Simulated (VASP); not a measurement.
# TiMoSe4 (P-43m) in VASP: single point with PBE

Aim: the single point of TiMoSe4 with PBE.

Everything below comes from runs of VASP 6.6.1. Logs are shortened: lines on timing, memory, paths and dates and some standing lists are left out, and cuts for length are marked.

### Step 1. The cell of the first run

Symmetry: P-43m, No. 215, cubic system. Conventional cell: a = 5.506 Å, b = 5.506 Å, c = 5.506 Å, α = 90.00°, β = 90.00°, γ = 90.00°. Within 3.2 Å of Ti (site symmetry -43m) lie 4 Se at 2.41 Å. Mo (site symmetry -43m) has 4 Se at 2.35 Å within 3.1 Å. Within 3.1 Å of Se (site symmetry 3m) lie 1 Mo at 2.35 Å and 1 Ti at 2.41 Å.

### Step 2. Single point, PBE, collinear spin, ferromagnetic start

File INCAR:

```
SYSTEM = TiMoSe4
PREC = Accurate
ENCUT = 520
EDIFF = 1E-6
ISMEAR = 0
SIGMA = 0.15
LREAL = .FALSE.
LASPH = .TRUE.
NELM = 150
ALGO = Normal
ISIF = 2
LWAVE = .FALSE.
LCHARG = .TRUE.
ISPIN = 2
MAGMOM = 1 1 0 0 0 0
LORBIT = 11
LMAXMIX = 4
GGA = PE
LELF = .TRUE.
LVHAR = .TRUE.
NBANDS = 38
```

File KPOINTS:

```
regular mesh
0
G
  2 2 2
  0 0 0
```

File POSCAR:

```
TiMoSe4
1.0
    5.5056133073      0.0000000000      0.0000000000
    0.0000000000      5.5056133073      0.0000000000
    0.0000000000      0.0000000000      5.5056133073
Ti Mo Se
1 1 4
Direct
    0.0000000000      0.0000000000      0.0000000000
    0.5000000000      0.5000000000      0.5000000000
    0.7467791692      0.7467791692      0.7467791692
    0.2532208308      0.2532208308      0.7467791692
    0.2532208308      0.7467791692      0.2532208308
    0.7467791692      0.2532208308      0.2532208308
```

Potentials or basis: VASP PAW PBE potentials, release 64 (Ti_sv, Mo_sv, Se).

Started as:

```bash
$ cat potpaw_PBE.64/Ti_sv/POTCAR potpaw_PBE.64/Mo_sv/POTCAR potpaw_PBE.64/Se/POTCAR > POTCAR
$ mpirun -np 1 vasp_std > vasp.out
```

OUTCAR:

```text
SYSTEM = TiMoSe4
   PREC = Accurate
   ENCUT = 520
   EDIFF = 1E-6
   ISMEAR = 0
   LREAL = .FALSE.
   LASPH = .TRUE.
   NELM = 150
   ISIF = 2
   ISPIN = 2
   LORBIT = 11
   GGA = PE

 ion  position               nearest neighbor table
   1  0.000  0.000  0.000-   3 2.41   4 2.41   5 2.41   6 2.41
   2  0.500  0.500  0.500-   3 2.35   4 2.35   5 2.35   6 2.35
   3  0.747  0.747  0.747-   2 2.35   1 2.41
   4  0.253  0.253  0.747-   2 2.35   1 2.41
   5  0.253  0.747  0.253-   2 2.35   1 2.41
   6  0.747  0.253  0.253-   2 2.35   1 2.41

  LATTYP: Found a simple cubic cell.
 ALAT       =     5.5056133073

  Lattice vectors:

 A1 = (   5.5056133073,   0.0000000000,   0.0000000000)
 A2 = (   0.0000000000,   5.5056133073,   0.0000000000)
 A3 = (   0.0000000000,   0.0000000000,   5.5056133073)

Analysis of symmetry for initial positions (statically):
=====================================================================
 Subroutine PRICEL returns:
 Original cell was already a primitive cell.

 Routine SETGRP: Setting up the symmetry group for a
 simple cubic supercell.

 Subroutine GETGRP returns: Found 24 space group operations
 (whereof 24 operations were pure point group operations)
 out of a pool of 48 trial point group operations.

The static configuration has the point symmetry T_d .

Analysis of symmetry for dynamics (positions and initial velocities):
=====================================================================
 Subroutine PRICEL returns:
 Original cell was already a primitive cell.

 Routine SETGRP: Setting up the symmetry group for a
 simple cubic supercell.

 Subroutine GETGRP returns: Found 24 space group operations
 (whereof 24 operations were pure point group operations)
 out of a pool of 48 trial point group operations.

The dynamic configuration has the point symmetry T_d .

Analysis of structural, dynamic, and magnetic symmetry:
=====================================================================
 Subroutine PRICEL returns:
 Original cell was already a primitive cell.

 Routine SETGRP: Setting up the symmetry group for a
 simple cubic supercell.

 Subroutine GETGRP returns: Found 24 space group operations
 (whereof 24 operations were pure point group operations)
 out of a pool of 48 trial point group operations.

The overall configuration has the point symmetry T_d .

 Subroutine INISYM returns: Found 24 space group operations
 (whereof 24 operations are pure point group operations),
 and found     1 'primitive' translations

----------------------------------------------------------------------------------------

                                     Primitive cell

  volume of cell :     166.8849

  direct lattice vectors                    reciprocal lattice vectors
     5.505613307  0.000000000  0.000000000     0.181632807  0.000000000  0.000000000
     0.000000000  5.505613307  0.000000000     0.000000000  0.181632807  0.000000000
     0.000000000  0.000000000  5.505613307     0.000000000  0.000000000  0.181632807

  length of vectors
     5.505613307  5.505613307  5.505613307     0.181632807  0.181632807  0.181632807

  position of ions in fractional coordinates (direct lattice)
     0.000000000  0.000000000  0.000000000
     0.500000000  0.500000000  0.500000000
     0.746779169  0.746779169  0.746779169
     0.253220831  0.253220831  0.746779169
     0.253220831  0.746779169  0.253220831
     0.746779169  0.253220831  0.253220831

  ion indices of the primitive-cell ions
   primitive index   ion index
                 1           1
                 2           2
                 3           3
                 4           4
                 5           5
                 6           6

----------------------------------------------------------------------------------------

 KPOINTS: regular mesh

Automatic generation of k-mesh.
 Grid dimensions read from file:
 generate k-points for:    2    2    2

 Generating k-lattice:

  Cartesian coordinates                     Fractional coordinates (reciprocal lattice)
     0.090816404  0.000000000  0.000000000     0.500000000  0.000000000  0.000000000
     0.000000000  0.090816404  0.000000000     0.000000000  0.500000000  0.000000000
     0.000000000  0.000000000  0.090816404     0.000000000  0.000000000  0.500000000

  Length of vectors
     0.090816404  0.090816404  0.090816404

  Shift w.r.t. Gamma in fractional coordinates (k-lattice)
     0.000000000  0.000000000  0.000000000

 Subroutine IBZKPT returns following result:
 ===========================================

 Found      4 irreducible k-points:

 Following reciprocal coordinates:
            Coordinates               Weight
  0.000000  0.000000  0.000000      1.000000
  0.500000  0.000000  0.000000      3.000000
  0.500000  0.500000  0.000000      3.000000
  0.500000  0.500000  0.500000      1.000000
   k-points           NKPTS =      4   k-points in BZ     NKDIM =      4   number of bands    NBANDS=     38
   number of dos      NEDOS =    301   number of ions     NIONS =      6
   total plane-waves  NPLWV =  74088
   dimension x,y,z NGX =    42 NGY =   42 NGZ =   42
   dimension x,y,z NGXF=    84 NGYF=   84 NGZF=   84
   ions per type =               1   1   4
   NGX,Y,Z   is equivalent  to a cutoff of  12.68, 12.68, 12.68 a.u.
   NGXF,Y,Z  is equivalent  to a cutoff of  25.36, 25.36, 25.36 a.u.
 SYSTEM =  TiMoSe4
   PREC   = accura    normal or accurate (medium, high low for compatibility)
   ISTART =      0    job   : 0-new  1-cont  2-samecut
   ICHARG =      2    charge: 1-file 2-atom 10-const
   ISPIN  =      2    spin polarized calculation?
   LNONCOLLINEAR =      F non collinear calculations
   LSORBIT =      F    spin-orbit coupling
   LASPH  =      T    aspherical Exc in radial PAW
   ENCUT  =  520.0 eV  38.22 Ry    6.18 a.u.  10.24 10.24 10.24*2*pi/ulx,y,z
   NELM   =    150;   NELMIN=  2; NELMDL= -5     # of ELM steps
   EDIFF  = 0.1E-05   stopping-criterion for ELM
   LREAL  =      F    real-space projection
   EDIFFG = 0.1E-04   stopping-criterion for IOM
   NSW    =      0    number of steps for IOM
   IBRION =     -1    ionic relax: 0-MD 1-quasi-New 2-CG
   NFREE  =      0    steps in history (QN), initial steepest desc. (CG)
   ISIF   =      2    stress and relaxation
   ISYM   =      2    0-nonsym 1-usesym 2-fastsym
   POTIM  = 0.5000    time-step for ionic-motion
   TEBEG  =    0.0;   TEEND  =   0.0 temperature during run
   PSTRESS=    0.0 pullay stress
   NELECT =      50.0000    total number of electrons
   NUPDOWN=      -1.0000    fix difference up-down
   EMIN   =  10.00;   EMAX   =-10.00  energy-range for DOS
   EFERMI =   0.00;   METHOD = LEGACY
   ISMEAR =     0;   SIGMA  =   0.15  broadening in eV -4-tet -1-fermi 0-gaus
   EFERMI_NEDOS =   21; number of points for ismear=-14 and -15
   IALGO  =     38    algorithm
   IMIX   =      4    mixing-type and parameters
     AMIX     =   0.40;   BMIX     =  1.00
     AMIX_MAG =   1.60;   BMIX_MAG =  1.00
  volume/ion in A,a.u.               =      27.81       187.70
  Fermi-wavevector in a.u.,A,eV,Ry     =   1.095450  2.070100 16.327129  1.200010
  Thomas-Fermi vector in A             =   2.231774
   LORBIT       =     11    0 simple, 1 ext, 2 COOP (PROOUT), +10 PAW based schemes
   GGA     = PE    functional components
   LHFCALC =     F    Hartree Fock is set to
   AEXX    =    0.0000 exact exchange contribution
   IVDW    =     0    specifies the selected vdW correction
   LEPSILON=     F    determine dielectric tensor
   LRPA    =     F    only Hartree local field effects (RPA)
 spin polarized calculation
 Gauss-broadening in eV      SIGMA  =   0.15
  energy-cutoff  :      520.00
  volume of cell :      166.88
 maximum number of plane-waves:      4632
 NGX is ok and might be reduce to    42
   NGX = 21   NGY = 21   NGZ = 21

 number of electron      49.9999995 magnetization       1.4939711

 Free energy of the ion-electron system (eV)
  ---------------------------------------------------
  ext. energy  EPLUGINS =         0.00000000
  ---------------------------------------------------
  free energy    TOTEN  =       -34.32360384 eV

  energy without entropy =      -34.27967562  energy(sigma->0) =      -34.30163973

 E-fermi :   2.8505     XC(G=0):  -8.9140

 val. band max:        2.7450586085   @ k =   0.5000   0.5000   0.0000
 cond. band min:       2.8563559212   @ k =   0.5000   0.5000   0.0000
 fundamental gap:      0.1112973127
 Fermi energy:         2.8504628378

 spin component 1

 k-point     1 :       0.0000    0.0000    0.0000
  band No.  band energies     occupation
      1     -58.9340      1.00000
      2     -54.8348      1.00000
      3     -33.0838      1.00000
      4     -33.0838      1.00000
      5     -33.0838      1.00000
      6     -31.1202      1.00000
[... 149 lines left out ...]
     36       8.7332      0.00000
     37       8.7332      0.00000
 Fermi energy:         2.8504628378

 spin component 2

 k-point     1 :       0.0000    0.0000    0.0000
  band No.  band energies     occupation
      1     -58.4909      1.00000
      2     -54.2295      1.00000
      3     -32.5976      1.00000
      4     -32.5976      1.00000
      5     -32.5976      1.00000
      6     -30.5119      1.00000
[... 149 lines left out ...]
     36       8.8124      0.00000
     37       8.8124      0.00000
 [bands above 37 left out]

------------------------ aborting loop because EDIFF is reached ----------------------------------------

  FORCE on cell =-STRESS in cart. coord.  units (eV):
  Direction    XX          YY          ZZ          XY          YZ          ZX
  --------------------------------------------------------------------------------------
  -------------------------------------------------------------------------------------
  Total        0.1672371      0.1672371      0.1672371     -0.0000000     -0.0000000      0.0000000
  in kB        1.6055582      1.6055582      1.6055582     -0.0000000     -0.0000000      0.0000000
  external PRESSURE =       1.6055582 kB  Pullay stress =       0.0000000 kB

 VOLUME and BASIS-vectors are now :
 -----------------------------------------------------------------------------
  energy-cutoff  :      520.00
  volume of cell :      166.88
      direct lattice vectors                 reciprocal lattice vectors
     5.505613307  0.000000000  0.000000000     0.181632807  0.000000000  0.000000000
     0.000000000  5.505613307  0.000000000     0.000000000  0.181632807  0.000000000
     0.000000000  0.000000000  5.505613307     0.000000000  0.000000000  0.181632807

 POSITION                                       TOTAL-FORCE (eV/Angst)
 -----------------------------------------------------------------------------------
      0.00000      0.00000      0.00000        -0.000000      0.000000     -0.000000
      2.75281      2.75281      2.75281        -0.000000      0.000000      0.000000
      4.11148      4.11148      4.11148        -0.000438     -0.000438     -0.000438
      1.39414      1.39414      4.11148         0.000438      0.000438     -0.000438
      1.39414      4.11148      1.39414         0.000438     -0.000438      0.000438
      4.11148      1.39414      1.39414        -0.000438      0.000438      0.000438
 -----------------------------------------------------------------------------------
    total drift:                               -0.000000     -0.000000     -0.000000

  FREE ENERGIE OF THE ION-ELECTRON SYSTEM (eV)
  ---------------------------------------------------
  free  energy   TOTEN  =       -34.3236038396 eV

  energy  without entropy=      -34.2796756237  energy(sigma->0) =      -34.30163973

 total charge

# of ion       s       p       d       tot
------------------------------------------
    1        2.170   6.120   1.929  10.220
    2        2.313   6.168   3.922  12.403
    3        1.455   2.390   0.032   3.876
    4        1.455   2.390   0.032   3.876
    5        1.455   2.390   0.032   3.876
    6        1.455   2.390   0.032   3.876
--------------------------------------------------
tot         10.301  21.849   5.978  38.127

 magnetization (x)

# of ion       s       p       d       tot
------------------------------------------
    1        0.008   0.014   0.607   0.629
    2        0.008   0.008   0.653   0.670
    3       -0.002  -0.047   0.011  -0.038
    4       -0.002  -0.047   0.011  -0.038
    5       -0.002  -0.047   0.011  -0.038
    6       -0.002  -0.047   0.011  -0.038
--------------------------------------------------
tot          0.007  -0.166   1.305   1.146
```

It took 53 s on 1 thread of AMD EPYC 9R45 (Zen 5), shared host; peak memory 0.29 GiB.

Results:

| Item | Value |
| --- | --- |
| Free energy | -34.3236 eV |
| Pressure | 0.2 GPa |
| Net moment | 1.49 μB per cell |
| Site moments | Ti +0.63; Mo +0.67; Se -0.04 μB |
| Valence electrons inside the program's atomic spheres | Ti 10.22; Mo 12.40; Se 3.88 |

Caveat: the k points lie up to 0.57 Å⁻¹ apart.
